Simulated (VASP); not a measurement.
# Ru5C in VASP: single point with LDA

Aim: the single point of Ru5C with LDA.

Everything below comes from runs of VASP 6.6.1. Logs are shortened: lines on timing, memory, paths and dates and some standing lists are left out, and cuts for length are marked.

## 1. The cell of the first run

The cell holds a slab with vacuum, 6 atoms: a = 2.674 Å, b = 2.674 Å, c = 25.400 Å, α = 90.00°, β = 90.00°, γ = 120.00°.

## 2. Single point, LDA, collinear spin, ferromagnetic start

Input file INCAR:

```
ALGO = Normal
DIPOL = 0.5 0.5 0.364
EDIFF = 1E-6
ENCUT = 520
GGA = CA
IDIPOL = 3
ISIF = 2
ISMEAR = 0
ISPIN = 2
KPAR = 4
LASPH = T
LCHARG = T
LDIPOL = T
LMAXMIX = 4
LORBIT = 11
LREAL = F
LVACPOTAV = T
LVHAR = T
LWAVE = F
MAGMOM = 0 0 0 0 0 2
NBANDS = 50
NELM = 150
PREC = Accurate
SIGMA = 0.1
```

Input file KPOINTS:

```
k-points
0
Gamma
  12 12 1
```

Input file POSCAR:

```
Ru5C
1.0
    2.6740588505      0.0000000000      0.0000000000
   -1.3370294253      2.3158028958      0.0000000000
    0.0000000000      0.0000000000     25.3999246690
Ru C
5 1
Direct
    0.6666666667      0.3333333333      0.1574807820
    0.3333333333      0.6666666667      0.2406849853
    0.6666666667      0.3333333333      0.3240221034
    0.3333333333      0.6666666667      0.4078536871
    0.6666666667      0.3333333333      0.4881874585
    1.1666666667      0.3333333333      0.5677152534
```

Potentials or basis: VASP PAW LDA potentials, release 64 (Ru_pv, C).

Run with:

```bash
$ cat potpaw_LDA.64/Ru_pv/POTCAR potpaw_LDA.64/C/POTCAR > POTCAR
$ mpirun -np 4 vasp_std > vasp.out
```

OUTCAR:

```text
EDIFF = 1E-6
   ENCUT = 520
   GGA = CA
   ISIF = 2
   ISMEAR = 0
   ISPIN = 2
   LASPH = T
   LORBIT = 11
   LREAL = F
   NELM = 150
   PREC = Accurate

 ion  position               nearest neighbor table
   1  0.667  0.333  0.157-   2 2.62   2 2.62   2 2.62
   2  0.333  0.667  0.241-   1 2.62   1 2.62   1 2.62   3 2.62   3 2.62   3 2.62
   3  0.667  0.333  0.324-   2 2.62   2 2.62   2 2.62   4 2.63   4 2.63   4 2.63
   4  0.333  0.667  0.408-   5 2.56   5 2.56   5 2.56   3 2.63   3 2.63   3 2.63
   5  0.667  0.333  0.488-   6 2.42   6 2.42   4 2.56   4 2.56   4 2.56
   6  0.167  0.333  0.568-   5 2.42   5 2.42

  LATTYP: Found a hexagonal cell.
 ALAT       =     2.6740588505
 C/A-ratio  =     9.4986408636

  Lattice vectors:

 A1 = (   2.6740588505,   0.0000000000,   0.0000000000)
 A2 = (  -1.3370294253,   2.3158028958,   0.0000000000)
 A3 = (   0.0000000000,   0.0000000000,  25.3999246690)

Analysis of symmetry for initial positions (statically):
=====================================================================
 Subroutine PRICEL returns:
 Original cell was already a primitive cell.

 Routine SETGRP: Setting up the symmetry group for a
 hexagonal supercell.

 Subroutine GETGRP returns: Found  2 space group operations
 (whereof  2 operations were pure point group operations)
 out of a pool of 24 trial point group operations.

The static configuration has the point symmetry C_1h.

Analysis of symmetry for dynamics (positions and initial velocities):
=====================================================================
 Subroutine PRICEL returns:
 Original cell was already a primitive cell.

 Routine SETGRP: Setting up the symmetry group for a
 hexagonal supercell.

 Subroutine GETGRP returns: Found  2 space group operations
 (whereof  2 operations were pure point group operations)
 out of a pool of 24 trial point group operations.

The dynamic configuration has the point symmetry C_1h.

Analysis of structural, dynamic, and magnetic symmetry:
=====================================================================
 Subroutine PRICEL returns:
 Original cell was already a primitive cell.

 Routine SETGRP: Setting up the symmetry group for a
 hexagonal supercell.

 Subroutine GETGRP returns: Found  2 space group operations
 (whereof  2 operations were pure point group operations)
 out of a pool of 24 trial point group operations.

The overall configuration has the point symmetry C_1h.

 Subroutine INISYM returns: Found  2 space group operations
 (whereof  2 operations are pure point group operations),
 and found     1 'primitive' translations

----------------------------------------------------------------------------------------

                                     Primitive cell

  volume of cell :     157.2914

  direct lattice vectors                    reciprocal lattice vectors
     2.674058850  0.000000000  0.000000000     0.373963348  0.215907840  0.000000000
    -1.337029425  2.315802896  0.000000000     0.000000000  0.431815679  0.000000000
     0.000000000  0.000000000 25.399924669     0.000000000  0.000000000  0.039370196

  length of vectors
     2.674058850  2.674058851 25.399924669     0.431815679  0.431815679  0.039370196

  position of ions in fractional coordinates (direct lattice)
     0.666666667  0.333333333  0.157480782
     0.333333333  0.666666667  0.240684985
     0.666666667  0.333333333  0.324022103
     0.333333333  0.666666667  0.407853687
     0.666666667  0.333333333  0.488187459
     0.166666667  0.333333333  0.567715253

  ion indices of the primitive-cell ions
   primitive index   ion index
                 1           1
                 2           2
                 3           3
                 4           4
                 5           5
                 6           6

----------------------------------------------------------------------------------------

 KPOINTS: k-points

Automatic generation of k-mesh.
 Grid dimensions read from file:
[... 48 lines left out ...]
   number of dos      NEDOS =    301   number of ions     NIONS =      6
   total plane-waves  NPLWV =  76800
   dimension x,y,z NGX =    20 NGY =   20 NGZ =  192
   dimension x,y,z NGXF=    40 NGYF=   40 NGZF=  384
   ions per type =               5   1
   NGX,Y,Z   is equivalent  to a cutoff of  12.43, 12.43, 12.57 a.u.
   NGXF,Y,Z  is equivalent  to a cutoff of  24.87, 24.87, 25.13 a.u.
 SYSTEM =  unknown system
   PREC   = accura    normal or accurate (medium, high low for compatibility)
   ISTART =      0    job   : 0-new  1-cont  2-samecut
   ICHARG =      2    charge: 1-file 2-atom 10-const
   ISPIN  =      2    spin polarized calculation?
   LNONCOLLINEAR =      F non collinear calculations
   LSORBIT =      F    spin-orbit coupling
   LASPH  =      T    aspherical Exc in radial PAW
   ENCUT  =  520.0 eV  38.22 Ry    6.18 a.u.   4.97  4.97 47.23*2*pi/ulx,y,z
   NELM   =    150;   NELMIN=  2; NELMDL= -5     # of ELM steps
   EDIFF  = 0.1E-05   stopping-criterion for ELM
   LREAL  =      F    real-space projection
   EDIFFG = 0.1E-04   stopping-criterion for IOM
   NSW    =      0    number of steps for IOM
   IBRION =     -1    ionic relax: 0-MD 1-quasi-New 2-CG
   NFREE  =      0    steps in history (QN), initial steepest desc. (CG)
   ISIF   =      2    stress and relaxation
   ISYM   =      2    0-nonsym 1-usesym 2-fastsym
   POTIM  = 0.5000    time-step for ionic-motion
   TEBEG  =    0.0;   TEEND  =   0.0 temperature during run
   PSTRESS=    0.0 pullay stress
   NELECT =      74.0000    total number of electrons
   NUPDOWN=      -1.0000    fix difference up-down
   EMIN   =  10.00;   EMAX   =-10.00  energy-range for DOS
   EFERMI =   0.00;   METHOD = LEGACY
   ISMEAR =     0;   SIGMA  =   0.10  broadening in eV -4-tet -1-fermi 0-gaus
   EFERMI_NEDOS =   21; number of points for ismear=-14 and -15
   IALGO  =     38    algorithm
   IMIX   =      4    mixing-type and parameters
     AMIX     =   0.40;   BMIX     =  1.00
     AMIX_MAG =   1.60;   BMIX_MAG =  1.00
  volume/ion in A,a.u.               =      26.22       176.91
  Fermi-wavevector in a.u.,A,eV,Ry     =   1.273260  2.406112 22.057641  1.621191
  Thomas-Fermi vector in A             =   2.406093
   LORBIT       =     11    0 simple, 1 ext, 2 COOP (PROOUT), +10 PAW based schemes
   GGA     = CA    functional components
   LHFCALC =     F    Hartree Fock is set to
   AEXX    =    0.0000 exact exchange contribution
   IVDW    =     0    specifies the selected vdW correction
   LEPSILON=     F    determine dielectric tensor
   LRPA    =     F    only Hartree local field effects (RPA)
 spin polarized calculation
 Gauss-broadening in eV      SIGMA  =   0.10
  energy-cutoff  :      520.00
  volume of cell :      157.29
 maximum number of plane-waves:      4323
   NGX =  9   NGY =  9   NGZ = 95

 dipolmoment           0.000000      0.000000     -0.006984 electrons x Angstroem

 number of electron      74.0000016 magnetization       0.0008645

 dipolmoment           0.000000      0.000000      0.055013 electrons x Angstroem

 Free energy of the ion-electron system (eV)
  ---------------------------------------------------
  ext. energy  EPLUGINS =         0.00000000
  ---------------------------------------------------
  free energy    TOTEN  =       -56.88450064 eV

  energy without entropy =      -56.85642968  energy(sigma->0) =      -56.87046516

 E-fermi :   2.5734     XC(G=0):  -7.5865

 val. band max:        2.5707970399   @ k =   0.3333   0.3333   0.0000
 cond. band min:       2.5760050751   @ k =  -0.0833   0.3333   0.0000
 fundamental gap:      0.0052080352
 Fermi energy:         2.5734035901

 spin component 1

 k-point     1 :       0.0000    0.0000    0.0000
  band No.  band energies     occupation
      1     -41.0185      1.00000
      2     -40.7546      1.00000
      3     -40.3075      1.00000
      4     -40.0383      1.00000
      5     -40.0352      1.00000
      6     -39.9982      1.00000
[... 1237 lines left out ...]
     48       8.0306      0.00000
     49       9.9971      0.00000

 [... further k-points ...]

 spin component 2

 k-point     1 :       0.0000    0.0000    0.0000
  band No.  band energies     occupation
      1     -41.0185      1.00000
      2     -40.7545      1.00000
      3     -40.3074      1.00000
      4     -40.0382      1.00000
      5     -40.0351      1.00000
      6     -39.9981      1.00000
[... 1237 lines left out ...]
     48       8.0308      0.00000
     49       9.9975      0.00000

 [... further k-points ...]

 [bands above 49 left out]

------------------------ aborting loop because EDIFF is reached ----------------------------------------

  FORCE on cell =-STRESS in cart. coord.  units (eV):
  Direction    XX          YY          ZZ          XY          YZ          ZX
  --------------------------------------------------------------------------------------
  -------------------------------------------------------------------------------------
  Total       -5.3757512     -4.2990398     -6.0289230      0.0000000     -0.1717522      0.0000000
  in kB      -54.7576446    -43.7902135    -61.4108824      0.0000000     -1.7494756      0.0000000
  external PRESSURE =     -53.3195802 kB  Pullay stress =       0.0000000 kB

 VOLUME and BASIS-vectors are now :
 -----------------------------------------------------------------------------
  energy-cutoff  :      520.00
  volume of cell :      157.29
      direct lattice vectors                 reciprocal lattice vectors
     2.674058850  0.000000000  0.000000000     0.373963348  0.215907840  0.000000000
    -1.337029425  2.315802896  0.000000000     0.000000000  0.431815679  0.000000000
     0.000000000  0.000000000 25.399924669     0.000000000  0.000000000  0.039370196

 POSITION                                       TOTAL-FORCE (eV/Angst)
 -----------------------------------------------------------------------------------
      1.33703      0.77193      4.00000        -0.000000      0.000892      0.788501
     -0.00000      1.54387      6.11338         0.000000     -0.009954     -0.730360
      1.33703      0.77193      8.23014        -0.000000      0.017069     -0.037508
     -0.00000      1.54387     10.35945        -0.000000      0.131033     -0.575059
      1.33703      0.77193     12.39992         0.000000     -0.194581      3.162862
      0.00000      0.77193     14.41992        -0.000000      0.055541     -2.608436
 -----------------------------------------------------------------------------------
    total drift:                               -0.000000     -0.000060     -0.000431

  FREE ENERGIE OF THE ION-ELECTRON SYSTEM (eV)
  ---------------------------------------------------
  free  energy   TOTEN  =       -56.8845006424 eV

  energy  without entropy=      -56.8564296842  energy(sigma->0) =      -56.87046516

 vacuum level on the upper side and lower side of the slab         9.644         8.031

 total charge

# of ion       s       p       d       tot
------------------------------------------
    1        0.402   6.230   5.959  12.591
    2        0.419   6.337   5.974  12.730
    3        0.420   6.339   5.985  12.744
    4        0.426   6.352   6.003  12.781
    5        0.396   6.298   5.973  12.667
    6        1.033   0.940   0.000   1.973
--------------------------------------------------
tot          3.096  32.496  29.893  65.486

 magnetization (x)

# of ion       s       p       d       tot
------------------------------------------
    1        0.000   0.000   0.000   0.000
    2       -0.000   0.000   0.000   0.000
    3       -0.000   0.000   0.000   0.000
    4       -0.000   0.000   0.000   0.000
    5       -0.000   0.000   0.000   0.000
    6        0.000   0.000   0.000   0.000
--------------------------------------------------
tot          0.000   0.000   0.000   0.000
```

Run time: 5.1 min. Hardware: 4 MPI ranks of Intel Xeon Platinum 8375C at 2.90GHz (Ice Lake), shared host; peak memory 0.54 GiB.

What came out:

- Free energy: -56.8845 eV
- Largest force: 3.169 eV/Å
- Band gap on the k mesh: zero (filled and empty bands overlap)
- Net moment: 0.00 μB per cell
- Valence electrons inside the program's atomic spheres: Ru 12.59, 12.73, 12.74, 12.78, 12.67; C 1.97

Forces on the atoms (eV/Å):
```
Ru   0.000  0.001  0.789
Ru   0.000 -0.010 -0.730
Ru   0.000  0.017 -0.038
Ru   0.000  0.131 -0.575
Ru   0.000 -0.195  3.163
C    0.000  0.056 -2.608
```
